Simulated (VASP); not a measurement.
Here is a VASP 6.6.1 calculation.

The input INCAR:

```
SYSTEM = Cu
PREC = Accurate
ENCUT = 520
EDIFF = 1E-7
ISMEAR = -1
SIGMA = 0.05
LREAL = .False.
LASPH = .True.
NELM = 80
ALGO = Normal
ISIF = 2
LWAVE = .False.
LCHARG = .False.
NBANDS = 18
```

The input KPOINTS:

```
Automatic mesh
0
Gamma
  13 13 7
  0 0 0
```

POSCAR

```
Cu
1.0
    2.4911375799      0.0000000000      0.0000000000
   -1.2455687850      2.1573884267      0.0000000000
    0.0000000000      0.0000000000      4.0428529382
Cu
2
Direct
    0.3333333333      0.6666666667      0.2500000000
    0.6666666667      0.3333333333      0.7500000000
```

Potentials or basis: VASP PAW LDA potentials, release 64 (Cu).

Command:

```console
$ cat potpaw_LDA.64/Cu/POTCAR > POTCAR
$ mpirun -np 1 vasp_std > vasp.out
```

Task: Estimate the band gap on the k mesh.

Result: Zero (band 11 reaches 11.62 eV, above the bottom of band 12 at 6.40 eV).

Task: Estimate the pressure.

Result: 1.3 GPa.

Stress tensor (GPa, compression positive):
```
-0.08  0.00  0.00
 0.00 -0.08  0.00
 0.00  0.00  3.93
```
